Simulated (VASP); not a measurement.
Input of a VASP 6.6.1 run:

Contents of INCAR:

```
PREC = Accurate
ENCUT = 500
EDIFF = 1E-6
ISMEAR = 0
SIGMA = 0.01
LREAL = False
LASPH = True
NELM = 120
ALGO = Normal
ISIF = 2
LWAVE = False
LCHARG = True
GGA = PE
LELF = True
LVHAR = True
NBANDS = 16
GGA_COMPAT = False
```

The input KPOINTS:

```
regular mesh
0
Gamma
  6 6 6
```

POSCAR

```
ZnS
1.0
    0.0000000000      2.7020000000      2.7020000000
    2.7020000000      0.0000000000      2.7020000000
    2.7020000000      2.7020000000      0.0000000000
Zn S
1 1
Direct
    0.7500000000      0.7500000000      0.7500000000
    0.0000000000      0.0000000000      0.0000000000
```

Potentials or basis: VASP PAW PBE potentials, release 64 (Zn, S).

Command:

```sh
$ cat potpaw_PBE.64/Zn/POTCAR potpaw_PBE.64/S/POTCAR > POTCAR
$ mpirun -np 1 vasp_std > vasp.out
```

Estimate the band gap on the k mesh.

2.11 eV.

What does it give for the pressure?

1.8 GPa.

A hybrid or GW would open this gap; PBE tends to underestimate it.
